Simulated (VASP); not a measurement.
# P (Fm-3m) in VASP: a series of runs

P is run at these levels: PBE; tasks: single point.

Program: VASP 6.6.1. These are calculated values, not measurements. Logs are shortened: lines on timing, memory, paths and dates and some standing lists are left out, and cuts for length are marked.

## 1. The cell of the first run

Symmetry: Fm-3m, No. 225, cubic system. Conventional cell: a = 2.970 Å, b = 2.970 Å, c = 2.970 Å, α = 90.00°, β = 90.00°, γ = 90.00°. Within 2.8 Å of P (site symmetry m-3m) lie 12 P at 2.10 Å.

This isn't the form of P at room conditions, which is orthorhombic.

## 2. Single point, PBE (6.55 Å³/atom)

Contents of INCAR:

```
ALGO     = Normal         # electronic algorithm
EDIFF    = 1E-6           # SCF threshold, eV
ENCUT    = 520            # plane-wave cutoff, eV
GGA      = PE             # functional
ISIF     = 2              # what is computed and relaxed
ISMEAR   = -1             # smearing method
LASPH    = T              # aspherical terms in the spheres
LCHARG   = F              # write CHGCAR
LREAL    = F              # projectors in reciprocal space
LWAVE    = F              # write WAVECAR
NBANDS   = 8              # bands
NELM     = 60             # most SCF steps
PREC     = Accurate       # precision mode
SIGMA    = 0.1            # smearing width, eV
```

Contents of KPOINTS:

```
k-points
0
Gamma
  18 18 18
```

Contents of POSCAR:

```
P
1.0
    0.0000000000      1.4849638173      1.4849638173
    1.4849638173      0.0000000000      1.4849638173
    1.4849638173      1.4849638173      0.0000000000
P
1
Direct
    0.0000000000      0.0000000000      0.0000000000
```

Potentials or basis: VASP PAW PBE potentials, release 64 (P).

Started as:

```sh
cat potpaw_PBE.64/P/POTCAR > POTCAR
mpirun -np 1 vasp_std > vasp.out
```

OUTCAR:

```text
EDIFF = 1E-6
   ENCUT = 520
   GGA = PE
   ISIF = 2
   ISMEAR = -1
   LASPH = T
   LREAL = F
   NELM = 60
   PREC = Accurate

 ion  position               nearest neighbor table
   1  0.000  0.000  0.000-

  LATTYP: Found a face centered cubic cell.
 ALAT       =     2.9699276346

  Lattice vectors:

 A1 = (   0.0000000000,   1.4849638173,   1.4849638173)
 A2 = (   1.4849638173,   0.0000000000,   1.4849638173)
 A3 = (   1.4849638173,   1.4849638173,   0.0000000000)

Analysis of symmetry for initial positions (statically):
=====================================================================
 Subroutine PRICEL returns:
 Original cell was already a primitive cell.

 Routine SETGRP: Setting up the symmetry group for a
 face centered cubic supercell.

 Subroutine GETGRP returns: Found 48 space group operations
 (whereof 48 operations were pure point group operations)
 out of a pool of 48 trial point group operations.

The static configuration has the point symmetry O_h .

Analysis of symmetry for dynamics (positions and initial velocities):
=====================================================================
 Subroutine PRICEL returns:
 Original cell was already a primitive cell.

 Routine SETGRP: Setting up the symmetry group for a
 face centered cubic supercell.

 Subroutine GETGRP returns: Found 48 space group operations
 (whereof 48 operations were pure point group operations)
 out of a pool of 48 trial point group operations.

The dynamic configuration has the point symmetry O_h .

 Subroutine INISYM returns: Found 48 space group operations
 (whereof 48 operations are pure point group operations),
 and found     1 'primitive' translations

----------------------------------------------------------------------------------------

                                     Primitive cell

  volume of cell :       6.5490

  direct lattice vectors                    reciprocal lattice vectors
     0.000000000  1.484963817  1.484963817    -0.336708541  0.336708541  0.336708541
     1.484963817  0.000000000  1.484963817     0.336708541 -0.336708541  0.336708541
     1.484963817  1.484963817  0.000000000     0.336708541  0.336708541 -0.336708541

  length of vectors
     2.100055970  2.100055970  2.100055970     0.583196300  0.583196300  0.583196300

  position of ions in fractional coordinates (direct lattice)
     0.000000000  0.000000000  0.000000000

  ion indices of the primitive-cell ions
   primitive index   ion index
                 1           1

----------------------------------------------------------------------------------------

 KPOINTS: k-points

Automatic generation of k-mesh.
 Grid dimensions read from file:
 generate k-points for:   18   18   18

 Generating k-lattice:

  Cartesian coordinates                     Fractional coordinates (reciprocal lattice)
    -0.018706030  0.018706030  0.018706030     0.055555556  0.000000000  0.000000000
     0.018706030 -0.018706030  0.018706030     0.000000000  0.055555556  0.000000000
     0.018706030  0.018706030 -0.018706030     0.000000000  0.000000000  0.055555556

  Length of vectors
     0.032399794  0.032399794  0.032399794

  Shift w.r.t. Gamma in fractional coordinates (k-lattice)
     0.000000000  0.000000000  0.000000000

 Subroutine IBZKPT returns following result:
 ===========================================

 Found    195 irreducible k-points:

 Following reciprocal coordinates:
            Coordinates               Weight
  0.000000  0.000000  0.000000      1.000000
  0.055556  0.000000  0.000000      8.000000
  0.111111  0.000000  0.000000      8.000000
  0.166667  0.000000  0.000000      8.000000
  0.222222  0.000000  0.000000      8.000000
  0.277778  0.000000  0.000000      8.000000
[... 16 lines left out ...]
 -0.277778  0.055556  0.000000     24.000000
 -0.222222  0.055556  0.000000     24.000000
 [... further k-points ...]
   k-points           NKPTS =    195   k-points in BZ     NKDIM =    195   number of bands    NBANDS=      8
   number of dos      NEDOS =    301   number of ions     NIONS =      1
   total plane-waves  NPLWV =   4096
   dimension x,y,z NGX =    16 NGY =   16 NGZ =   16
   dimension x,y,z NGXF=    32 NGYF=   32 NGZF=   32
   ions per type =               1
   NGX,Y,Z   is equivalent  to a cutoff of  12.67, 12.67, 12.67 a.u.
   NGXF,Y,Z  is equivalent  to a cutoff of  25.33, 25.33, 25.33 a.u.
 SYSTEM =  unknown system
   PREC   = accura    normal or accurate (medium, high low for compatibility)
   ISTART =      0    job   : 0-new  1-cont  2-samecut
   ICHARG =      2    charge: 1-file 2-atom 10-const
   ISPIN  =      1    spin polarized calculation?
   LNONCOLLINEAR =      F non collinear calculations
   LSORBIT =      F    spin-orbit coupling
   LASPH  =      T    aspherical Exc in radial PAW
   ENCUT  =  520.0 eV  38.22 Ry    6.18 a.u.   3.90  3.90  3.90*2*pi/ulx,y,z
   NELM   =     60;   NELMIN=  2; NELMDL= -5     # of ELM steps
   EDIFF  = 0.1E-05   stopping-criterion for ELM
   LREAL  =      F    real-space projection
   EDIFFG = 0.1E-04   stopping-criterion for IOM
   NSW    =      0    number of steps for IOM
   IBRION =     -1    ionic relax: 0-MD 1-quasi-New 2-CG
   NFREE  =      0    steps in history (QN), initial steepest desc. (CG)
   ISIF   =      2    stress and relaxation
   ISYM   =      2    0-nonsym 1-usesym 2-fastsym
   POTIM  = 0.5000    time-step for ionic-motion
   TEBEG  =    0.0;   TEEND  =   0.0 temperature during run
   PSTRESS=    0.0 pullay stress
   NELECT =       5.0000    total number of electrons
   NUPDOWN=      -1.0000    fix difference up-down
   EMIN   =  10.00;   EMAX   =-10.00  energy-range for DOS
   EFERMI =   0.00;   METHOD = LEGACY
   ISMEAR =    -1;   SIGMA  =   0.10  broadening in eV -4-tet -1-fermi 0-gaus
   EFERMI_NEDOS =   21; number of points for ismear=-14 and -15
   IALGO  =     38    algorithm
   IMIX   =      4    mixing-type and parameters
     AMIX     =   0.40;   BMIX     =  1.00
     AMIX_MAG =   1.60;   BMIX_MAG =  1.00
  volume/ion in A,a.u.               =       6.55        44.20
  Fermi-wavevector in a.u.,A,eV,Ry     =   1.496255  2.827512 30.460440  2.238779
  Thomas-Fermi vector in A             =   2.608295
   LORBIT       =      0    0 simple, 1 ext, 2 COOP (PROOUT), +10 PAW based schemes
   GGA     = PE    functional components
   LHFCALC =     F    Hartree Fock is set to
   AEXX    =    0.0000 exact exchange contribution
   IVDW    =     0    specifies the selected vdW correction
   LEPSILON=     F    determine dielectric tensor
   LRPA    =     F    only Hartree local field effects (RPA)
 non-spin polarized calculation
  energy-cutoff  :      520.00
  volume of cell :        6.55
 maximum number of plane-waves:       190
   NGX =  7   NGY =  7   NGZ =  7

 number of electron       5.0000001 magnetization

 Free energy of the ion-electron system (eV)
  ---------------------------------------------------
  ext. energy  EPLUGINS =         0.00000000
  ---------------------------------------------------
  free energy    TOTEN  =        -0.11884943 eV

  energy without entropy =       -0.10876840  energy(sigma->0) =       -0.11380891

 E-fermi :  25.4182     XC(G=0): -15.2412

 val. band max:       25.3643336889   @ k =  -0.3333   0.3889   0.1111
 cond. band min:      25.4509958171   @ k =   0.2778   0.1111   0.0556
 fundamental gap:      0.0866621281
 Fermi energy:        25.4182171903

 k-point     1 :       0.0000    0.0000    0.0000
  band No.  band energies     occupation
      1      -2.1860      2.00000
      2      38.8026      0.00000
      3      38.8026      0.00000
      4      38.8026      0.00000
      5      43.2885      0.00000
      6      43.2885      0.00000
      7      43.2885      0.00000
      8      47.2930      0.00000

 k-point     2 :       0.0556    0.0000    0.0000
  band No.  band energies     occupation
      1      -2.0371      2.00000
      2      36.5695      0.00000
      3      38.4850      0.00000
      4      38.4850      0.00000
      5      43.8453      0.00000
      6      43.8453      0.00000
      7      44.1012      0.00000
      8      48.7321      0.00000

 k-point     3 :       0.1111    0.0000    0.0000
  band No.  band energies     occupation
      1      -1.5909      2.00000
      2      32.8305      0.00000
      3      37.8338      0.00000
      4      37.8338      0.00000
      5      44.3581      0.00000
      6      45.1695      0.00000
      7      45.1695      0.00000
      8      48.5951      0.00000

 k-point     4 :       0.1667    0.0000    0.0000
  band No.  band energies     occupation
      1      -0.8499      2.00000
      2      28.9724      0.00000
      3      37.1929      0.00000
      4      37.1929      0.00000
      5      44.2228      0.00000
      6      45.9255      0.00000
      7      45.9255      0.00000
      8      47.7151      0.00000

 k-point     5 :       0.2222    0.0000    0.0000
  band No.  band energies     occupation
      1       0.1819      2.00000
      2      25.2233      1.75067
      3      36.6974      0.00000
      4      36.6974      0.00000
      5      44.0438      0.00000
      6      44.2821      0.00000
      7      44.2821      0.00000
      8      49.6302      0.00000
[... 177 lines left out ...]
 k-point    22 :      -0.3333    0.0556    0.0000
  band No.  band energies     occupation
      1       3.8141      2.00000
      2      17.3358      2.00000
      3      33.5071      0.00000
      4      38.0645      0.00000
      5      38.9728      0.00000
      6      41.3925      0.00000
      7      45.1406      0.00000
      8      50.2210      0.00000

 k-point    23 :      -0.2778    0.0556    0.0000
  band No.  band energies     occupation
      1       2.1296      2.00000
      2      20.6098      2.00000
      3      33.5419      0.00000
      4      38.3951      0.00000
      5      40.1406      0.00000
      6      42.8796      0.00000
      7      44.9772      0.00000
      8      51.1341      0.00000

 k-point    24 :      -0.2222    0.0556    0.0000
  band No.  band energies     occupation
      1       0.7198      2.00000
      2      24.0954      2.00000
      3      33.8147      0.00000
      4      38.6181      0.00000
      5      41.8418      0.00000
      6      44.4734      0.00000
      7      45.0728      0.00000
      8      48.5702      0.00000

 [... further k-points ...]

------------------------ aborting loop because EDIFF is reached ----------------------------------------

  FORCE on cell =-STRESS in cart. coord.  units (eV):
  Direction    XX          YY          ZZ          XY          YZ          ZX
  --------------------------------------------------------------------------------------
  -------------------------------------------------------------------------------------
  Total       13.9497701     13.9497701     13.9497701     -0.0000000      0.0000000      0.0000000
  in kB     3412.7150056   3412.7150056   3412.7150056     -0.0000000      0.0000000      0.0000000
  external PRESSURE =    3412.7150056 kB  Pullay stress =       0.0000000 kB

 VOLUME and BASIS-vectors are now :
 -----------------------------------------------------------------------------
  energy-cutoff  :      520.00
  volume of cell :        6.55
      direct lattice vectors                 reciprocal lattice vectors
     0.000000000  1.484963817  1.484963817    -0.336708541  0.336708541  0.336708541
     1.484963817  0.000000000  1.484963817     0.336708541 -0.336708541  0.336708541
     1.484963817  1.484963817  0.000000000     0.336708541  0.336708541 -0.336708541

 POSITION                                       TOTAL-FORCE (eV/Angst)
 -----------------------------------------------------------------------------------
      0.00000      0.00000      0.00000        -0.000000     -0.000000      0.000000
 -----------------------------------------------------------------------------------
    total drift:                                0.000000     -0.000000      0.000000

  FREE ENERGIE OF THE ION-ELECTRON SYSTEM (eV)
  ---------------------------------------------------
  free  energy   TOTEN  =        -0.1188494262 eV

  energy  without entropy=       -0.1087684027  energy(sigma->0) =       -0.11380891
```

Wall time 4.2 s (1 thread of AMD EPYC 9R45 (Zen 5), shared host); peak memory 0.08 GiB.

Results:

- Free energy: -0.1188 eV
- Pressure: 341.3 GPa
- Band gap on the k mesh: zero (an odd number of electrons rules out a gap without spin polarisation)

Levels at points of the mesh, in eV from the Fermi level:
```
           k point  band 1  band 2  band 3  band 4  band 5
(0.00, 0.00, 0.00)  -27.60   13.38   13.38   13.38   17.87
(0.50, 0.00, 0.00)  -16.56  -15.17   11.50   11.50   12.77
(0.50, 0.50, 0.00)  -13.56  -10.31    0.32    2.07    2.07
```

Caveat: the cell stands under pressure.

## 3. Single point, PBE (6.55 Å³/atom)

Contents of INCAR:

```
SYSTEM = P
PREC = Accurate
ENCUT = 520
EDIFF = 1E-6
ISMEAR = -1
SIGMA = 0.1
LREAL = .False.
LASPH = .True.
NELM = 100
ALGO = Normal
ISIF = 2
LWAVE = .False.
LCHARG = .False.
GGA = PE
NBANDS = 8
```

Contents of KPOINTS:

```
regular mesh
0
Gamma
  18 18 18
  0 0 0
```

POSCAR is that of step 2.

Potentials or basis: VASP PAW PBE potentials, release 64 (P).

Started as:

```sh
cat potpaw_PBE.64/P/POTCAR > POTCAR
mpirun -np 1 vasp_std > vasp.out
```

It took 4.1 s on 1 thread of AMD EPYC 9R45 (Zen 5), shared host; peak memory 0.08 GiB.

The run converged. Its results:

```yaml
Free_energy: -0.1188 eV
Pressure: 341.3 GPa
Band_gap_on_the_k_mesh: zero (an odd number of electrons rules out a gap without spin polarisation)
```

Levels at points of the mesh, in eV from the Fermi level:
```
           k point  band 1  band 2  band 3  band 4  band 5
(0.00, 0.00, 0.00)  -27.60   13.38   13.38   13.38   17.87
(0.50, 0.00, 0.00)  -16.56  -15.17   11.50   11.50   12.77
(0.50, 0.50, 0.00)  -13.56  -10.31    0.32    2.07    2.07
```

Caveat: the cell stands under pressure.

(Part 1 of 2 ends here.)
